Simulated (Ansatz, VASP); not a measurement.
## One calculation of BaTiO3, two programs

File INCAR:

```
SYSTEM = BaTiO3
  PREC = Accurate
  ENCUT = 520
  EDIFF = 1E-8
  ISMEAR = -1
  SIGMA = 0.05
  LREAL = .False.
  LASPH = .True.
  NELM = 100
  ALGO = Normal
  ISIF = 2
  LWAVE = .False.
  LCHARG = .False.
  GGA = CA
  LEFG = .True.
  NBANDS = 28
```

KPOINTS

```
regular mesh
0
Gamma
  9 9 9
  0 0 0
```

POSCAR

```
BaTiO3
1.0
    2.8648785846      1.6540384220      2.3482315742
   -2.8648785846      1.6540384220      2.3482315742
    0.0000000000     -3.3080768441      2.3482315742
Ba Ti O
1 1 3
Direct
    0.0000000000      0.0000000000      0.0000000000
    0.5140000000      0.5140000000      0.5140000000
    0.4916000000      0.4916000000      0.9815000000
    0.4916000000      0.9815000000      0.4916000000
    0.9815000000      0.4916000000      0.4916000000
```

Input for Ansatz:

```yaml
crystal:
  lattice:
    - [2.8648785846, 1.654038422, 2.3482315742]
    - [-2.8648785846, 1.654038422, 2.3482315742]
    - [0.0, -3.3080768441, 2.3482315742]
  atoms:
    - { symbol: Ba, position: [0.0, 0.0, 0.0] }
    - { symbol: Ti, position: [0.514, 0.514, 0.514] }
    - { symbol: O, position: [0.4916, 0.4916, 0.9815] }
    - { symbol: O, position: [0.4916, 0.9815, 0.4916] }
    - { symbol: O, position: [0.9815, 0.4916, 0.4916] }
kpoints:
  mp_grid: { grid: [9, 9, 9] }
scf:
  occupations: { method: fermi_dirac, width: 0.05 }
hamiltonian:
  xc: lda
  pseudopotentials: { kind: all_electron, datasets: crystal }
output:
  forces: true
  stress: true
  eigenvalues: true
  efg: { contact_densities: true }
```

Change from the starting cell: volume scaled by 1.04, crystal datasets.

Alike in both runs: task electric field gradients; functional LDA; k mesh 9 × 9 × 9; occupations fermi-dirac, width 0.05 eV; no spin polarisation.

|  | VASP | Ansatz |
| --- | --- | --- |
| version | VASP 6.6.1 | Ansatz 0.2.0 |
| potentials or method | VASP PAW LDA potentials, release 64 (Ba_sv, Ti_sv, O), cutoff 520 eV | all-electron PAW with datasets made for the crystal, scalar-relativistic |

Ansatz gave:

| Item | Value |
| --- | --- |
| gap on the k mesh at the Fermi level (eV) | 2.25 |
| pressure (GPa) | -11.7 |
| traceless stress, the component that is largest in VASP (GPa) | 0.16 |
| rms of the force components (eV/Å) | 0.174 |
| size of Vzz on the site where it differs most (V/Å²) | 20.6 |

Task: Estimate VASP's values.

Result: gap on the k mesh at the Fermi level (eV): 2.21; pressure (GPa): -9.9; traceless stress, the component that is largest in VASP (GPa): 0.10; rms of the force components (eV/Å): 0.140; size of Vzz on the site where it differs most (V/Å²): 20.3.

LDA's correlation is that of Perdew and Zunger in VASP and of Perdew and Wang (1992) in Ansatz. Atom by atom the forces differ by 0.034 eV/Å (rms over components). Ansatz ran all-electron here, and VASP with PAW potentials.

Neither program's run includes spin-orbit coupling.
